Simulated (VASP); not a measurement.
# Hf (P6_3/mmc) in VASP: a series of runs

The runs below take Hf through single point, relaxation of cell and atoms, with PBE+D3(BJ).

Program: VASP 6.6.1. These are calculated values, not measurements. Logs are shortened: lines on timing, memory, paths and dates and some standing lists are left out, and cuts for length are marked.

**1. The cell of the first run**

The structure is hexagonal, space group P6_3/mmc (No. 194). Conventional cell: a = 3.171 Å, b = 3.171 Å, c = 5.017 Å, α = 90.00°, β = 90.00°, γ = 120.00°. Within 4.1 Å of Hf (site symmetry -6m2) lie 12 Hf at 3.11 to 3.17 Å.

**2. Single point, PBE+D3(BJ)**

INCAR

```
SYSTEM = Hf
PREC = Accurate ; ENCUT = 520
EDIFF = 1E-6 ; ISMEAR = 0
SIGMA = 0.1 ; LREAL = .False.
LASPH = .True. ; NELM = 60
ALGO = Fast ; ISIF = 2
LWAVE = .False. ; LCHARG = .True.
GGA = PE ; IVDW = 12
LELF = .True. ; LVHAR = .True.
NBANDS = 17
```

KPOINTS

```
Automatic mesh
0
Gamma
  15 15 8
  0 0 0
```

POSCAR

```
Hf
1.0
    3.1711618437      0.0000000000      0.0000000000
   -1.5855809219      2.7463067161      0.0000000000
    0.0000000000      0.0000000000      5.0166649687
Hf
2
Direct
    0.3333333333      0.6666666667      0.2500000000
    0.6666666667      0.3333333333      0.7500000000
```

Potentials or basis: VASP PAW PBE potentials, release 64 (Hf_pv).

Run with:

```sh
cat potpaw_PBE.64/Hf_pv/POTCAR > POTCAR
mpirun -np 1 vasp_std > vasp.out
```

OUTCAR:

```text
SYSTEM = Hf
   PREC = Accurate
   ENCUT = 520
   EDIFF = 1E-6
   ISMEAR = 0
   LREAL = .False.
   LASPH = .True.
   NELM = 60
   ISIF = 2
   GGA = PE
   IVDW = 12
 IVDW          = 12

 ion  position               nearest neighbor table
   1  0.333  0.667  0.250-   2 3.11   2 3.11   2 3.11   2 3.11   2 3.11   2 3.11
   2  0.667  0.333  0.750-   1 3.11   1 3.11   1 3.11   1 3.11   1 3.11   1 3.11

  LATTYP: Found a hexagonal cell.
 ALAT       =     3.1711618437
 C/A-ratio  =     1.5819643449

  Lattice vectors:

 A1 = (   3.1711618437,   0.0000000000,   0.0000000000)
 A2 = (  -1.5855809219,   2.7463067161,   0.0000000000)
 A3 = (   0.0000000000,   0.0000000000,   5.0166649687)

Analysis of symmetry for initial positions (statically):
=====================================================================
 Subroutine PRICEL returns:
 Original cell was already a primitive cell.

 Routine SETGRP: Setting up the symmetry group for a
 hexagonal supercell.

 Subroutine GETGRP returns: Found 24 space group operations
 (whereof 12 operations were pure point group operations)
 out of a pool of 24 trial point group operations.

The static configuration has the point symmetry D_3d.
 The point group associated with its full space group is D_6h.

Analysis of symmetry for dynamics (positions and initial velocities):
=====================================================================
 Subroutine PRICEL returns:
 Original cell was already a primitive cell.

 Routine SETGRP: Setting up the symmetry group for a
 hexagonal supercell.

 Subroutine GETGRP returns: Found 24 space group operations
 (whereof 12 operations were pure point group operations)
 out of a pool of 24 trial point group operations.

The dynamic configuration has the point symmetry D_3d.
 The point group associated with its full space group is D_6h.

 Subroutine INISYM returns: Found 24 space group operations
 (whereof 12 operations are pure point group operations),
 and found     1 'primitive' translations

----------------------------------------------------------------------------------------

                                     Primitive cell

  volume of cell :      43.6901

  direct lattice vectors                    reciprocal lattice vectors
     3.171161844  0.000000000  0.000000000     0.315341837  0.182062694  0.000000000
    -1.585580922  2.746306716  0.000000000     0.000000000  0.364125389  0.000000000
     0.000000000  0.000000000  5.016664969     0.000000000  0.000000000  0.199335616

  length of vectors
     3.171161844  3.171161844  5.016664969     0.364125389  0.364125389  0.199335616

  position of ions in fractional coordinates (direct lattice)
     0.333333333  0.666666667  0.250000000
     0.666666667  0.333333333  0.750000000

  ion indices of the primitive-cell ions
   primitive index   ion index
                 1           1
                 2           2

----------------------------------------------------------------------------------------

 KPOINTS: Automatic mesh

Automatic generation of k-mesh.
 Grid dimensions read from file:
 generate k-points for:   15   15    8

 Generating k-lattice:

  Cartesian coordinates                     Fractional coordinates (reciprocal lattice)
     0.021022789  0.012137513  0.000000000     0.066666667  0.000000000  0.000000000
     0.000000000  0.024275026  0.000000000     0.000000000  0.066666667  0.000000000
     0.000000000  0.000000000  0.024916952     0.000000000  0.000000000  0.125000000

  Length of vectors
     0.024275026  0.024275026  0.024916952

  Shift w.r.t. Gamma in fractional coordinates (k-lattice)
     0.000000000  0.000000000  0.000000000

 Subroutine IBZKPT returns following result:
 ===========================================

 Found    135 irreducible k-points:

 Following reciprocal coordinates:
            Coordinates               Weight
  0.000000  0.000000  0.000000      1.000000
  0.066667  0.000000  0.000000      6.000000
  0.133333  0.000000  0.000000      6.000000
  0.200000 -0.000000  0.000000      6.000000
  0.266667  0.000000  0.000000      6.000000
  0.333333  0.000000  0.000000      6.000000
[... 16 lines left out ...]
  0.333333  0.200000  0.000000     12.000000
  0.400000  0.200000  0.000000      6.000000
 [... further k-points ...]
   k-points           NKPTS =    135   k-points in BZ     NKDIM =    135   number of bands    NBANDS=     17
   number of dos      NEDOS =    301   number of ions     NIONS =      2
   total plane-waves  NPLWV =  23040
   dimension x,y,z NGX =    24 NGY =   24 NGZ =   40
   dimension x,y,z NGXF=    48 NGYF=   48 NGZF=   80
   ions per type =               2
   NGX,Y,Z   is equivalent  to a cutoff of  12.58, 12.58, 13.26 a.u.
   NGXF,Y,Z  is equivalent  to a cutoff of  25.16, 25.16, 26.51 a.u.
 SYSTEM =  Hf
   PREC   = accura    normal or accurate (medium, high low for compatibility)
   ISTART =      0    job   : 0-new  1-cont  2-samecut
   ICHARG =      2    charge: 1-file 2-atom 10-const
   ISPIN  =      1    spin polarized calculation?
   LNONCOLLINEAR =      F non collinear calculations
   LSORBIT =      F    spin-orbit coupling
   LASPH  =      T    aspherical Exc in radial PAW
   ENCUT  =  520.0 eV  38.22 Ry    6.18 a.u.   5.90  5.90  9.33*2*pi/ulx,y,z
   NELM   =     60;   NELMIN=  2; NELMDL= -5     # of ELM steps
   EDIFF  = 0.1E-05   stopping-criterion for ELM
   LREAL  =      F    real-space projection
   EDIFFG = 0.1E-04   stopping-criterion for IOM
   NSW    =      0    number of steps for IOM
   IBRION =     -1    ionic relax: 0-MD 1-quasi-New 2-CG
   NFREE  =      0    steps in history (QN), initial steepest desc. (CG)
   ISIF   =      2    stress and relaxation
   ISYM   =      2    0-nonsym 1-usesym 2-fastsym
   POTIM  = 0.5000    time-step for ionic-motion
   TEBEG  =    0.0;   TEEND  =   0.0 temperature during run
   PSTRESS=    0.0 pullay stress
   NELECT =      20.0000    total number of electrons
   NUPDOWN=      -1.0000    fix difference up-down
   EMIN   =  10.00;   EMAX   =-10.00  energy-range for DOS
   EFERMI =   0.00;   METHOD = LEGACY
   ISMEAR =     0;   SIGMA  =   0.10  broadening in eV -4-tet -1-fermi 0-gaus
   EFERMI_NEDOS =   21; number of points for ismear=-14 and -15
   IALGO  =     68    algorithm
   IMIX   =      4    mixing-type and parameters
     AMIX     =   0.40;   BMIX     =  1.00
     AMIX_MAG =   1.60;   BMIX_MAG =  1.00
  volume/ion in A,a.u.               =      21.85       147.42
  Fermi-wavevector in a.u.,A,eV,Ry     =   1.261704  2.384274 21.659057  1.591896
  Thomas-Fermi vector in A             =   2.395149
   LORBIT       =      0    0 simple, 1 ext, 2 COOP (PROOUT), +10 PAW based schemes
   GGA     = PE    functional components
   LHFCALC =     F    Hartree Fock is set to
   AEXX    =    0.0000 exact exchange contribution
   IVDW    =    12    specifies the selected vdW correction
   LEPSILON=     F    determine dielectric tensor
   LRPA    =     F    only Hartree local field effects (RPA)
 non-spin polarized calculation
 RMM-DIIS sequential band-by-band and
 Gauss-broadening in eV      SIGMA  =   0.10
  energy-cutoff  :      520.00
  volume of cell :       43.69
 maximum number of plane-waves:      1194
 NGX is ok and might be reduce to    24
   NGX = 11   NGY = 11   NGZ = 19

 number of electron      19.9999998 magnetization

 Free energy of the ion-electron system (eV)
  ---------------------------------------------------
  ext. energy  EPLUGINS =         0.00000000
  ---------------------------------------------------
  free energy    TOTEN  =       -19.84254113 eV

  energy without entropy =      -19.83530057  energy(sigma->0) =      -19.83892085

 E-fermi :   5.0919     XC(G=0): -11.3921

 val. band max:        5.0887696861   @ k =   0.1333   0.0667   0.3750
 cond. band min:       5.1106342127   @ k =   0.0667   0.0000   0.5000
 fundamental gap:      0.0218645267
 Fermi energy:         5.0918539413

 k-point     1 :       0.0000    0.0000    0.0000
  band No.  band energies     occupation
      1     -25.9758      2.00000
      2     -25.1687      2.00000
      3     -25.1687      2.00000
      4     -25.0370      2.00000
      5     -25.0310      2.00000
      6     -25.0310      2.00000
[... 9 lines left out ...]
     16       7.7727      0.00000
     17      10.5470      0.00000

 k-point     2 :       0.0667    0.0000    0.0000
  band No.  band energies     occupation
      1     -25.9634      2.00000
      2     -25.1956      2.00000
      3     -25.1778      2.00000
      4     -25.0594      2.00000
      5     -25.0427      2.00000
      6     -25.0345      2.00000
[... 9 lines left out ...]
     16       7.6376      0.00000
     17      10.7359      0.00000

 k-point     3 :       0.1333    0.0000    0.0000
  band No.  band energies     occupation
      1     -25.9270      2.00000
      2     -25.2714      2.00000
      3     -25.2027      2.00000
      4     -25.1382      2.00000
      5     -25.0599      2.00000
      6     -25.0450      2.00000
[... 9 lines left out ...]
     16       7.6111      0.00000
     17      10.9161      0.00000

 k-point     4 :       0.2000   -0.0000    0.0000
  band No.  band energies     occupation
      1     -25.8699      2.00000
      2     -25.3831      2.00000
      3     -25.2506      2.00000
      4     -25.2381      2.00000
      5     -25.0887      2.00000
      6     -25.0615      2.00000
[... 9 lines left out ...]
     16       8.1988      0.00000
     17      11.1965      0.00000
[... 343 lines left out ...]
      1     -25.6489      2.00000
      2     -25.6192      2.00000
      3     -25.5742      2.00000
      4     -25.3780      2.00000
      5     -25.2443      2.00000
      6     -25.2281      2.00000
[... 9 lines left out ...]
     16      11.2039      0.00000
     17      11.5632      0.00000

 k-point    23 :       0.3333    0.2000    0.0000
  band No.  band energies     occupation
      1     -25.7043      2.00000
      2     -25.5752      2.00000
      3     -25.5493      2.00000
      4     -25.4385      2.00000
      5     -25.2983      2.00000
      6     -25.2570      2.00000
[... 9 lines left out ...]
     16      11.1859      0.00000
     17      12.1683      0.00000

 k-point    24 :       0.4000    0.2000    0.0000
  band No.  band energies     occupation
      1     -25.7236      2.00000
      2     -25.5682      2.00000
      3     -25.5154      2.00000
      4     -25.4677      2.00000
      5     -25.3267      2.00000
      6     -25.2669      2.00000
[... 9 lines left out ...]
     16      11.1787      0.00000
     17      11.6894      0.00000

 [... further k-points ...]

------------------------ aborting loop because EDIFF is reached ----------------------------------------

 Edisp (eV)   -0.92315

 E8    (eV) :    -0.4954

  FORCE on cell =-STRESS in cart. coord.  units (eV):
  Direction    XX          YY          ZZ          XY          YZ          ZX
  --------------------------------------------------------------------------------------
  -------------------------------------------------------------------------------------
  Total      -0.10546    -0.10546    -0.13766     0.00000     0.00000    -0.00000
  in kB      -3.86722    -3.86722    -5.04808     0.00000     0.00000    -0.00000
  external pressure =       -4.26 kB  Pullay stress =        0.00 kB

 VOLUME and BASIS-vectors are now :
 -----------------------------------------------------------------------------
  energy-cutoff  :      520.00
  volume of cell :       43.69
      direct lattice vectors                 reciprocal lattice vectors
     3.171161844  0.000000000  0.000000000     0.315341837  0.182062694  0.000000000
    -1.585580922  2.746306716  0.000000000     0.000000000  0.364125389  0.000000000
     0.000000000  0.000000000  5.016664969     0.000000000  0.000000000  0.199335616

 POSITION                                       TOTAL-FORCE (eV/Angst)
 -----------------------------------------------------------------------------------
     -0.00000      1.83087      1.25417         0.000000     -0.000000      0.000000
      1.58558      0.91544      3.76250        -0.000000      0.000000      0.000000
 -----------------------------------------------------------------------------------
    total drift:                               -0.000000      0.000000     -0.000000

  FREE ENERGIE OF THE ION-ELECTRON SYSTEM (eV)
  ---------------------------------------------------
  free  energy   TOTEN  =       -20.7656949569 eV

  energy  without entropy=      -20.7584543969  energy(sigma->0) =      -20.76207468
```

Wall time 39 s (1 thread of Intel Xeon 6975P-C (Granite Rapids), shared host); peak memory 0.22 GiB.

What came out:

```yaml
Free_energy: -20.7657 eV
Pressure: -0.4 GPa
Band_gap_on_the_k_mesh: zero (bands 10 and 11 overlap by 1.63 eV)
Dispersion_energy_per_atom: -0.462 eV
```

Levels at points of the mesh, in eV from the Fermi level:
```tsv
k point	band 7	band 8	band 9	band 10	band 11	band 12	band 13	band 14
(0.00, 0.00, 0.00)	-7.47	-3.79	0.72	1.18	1.18	1.47	2.03	2.03
(0.00, 0.00, 0.50)	-5.45	-5.45	0.13	0.13	1.07	1.07	1.07	1.07
```

Caveat: spin-orbit coupling is left out, which moves the levels of the heavy elements.

[end of part 1 of 2]
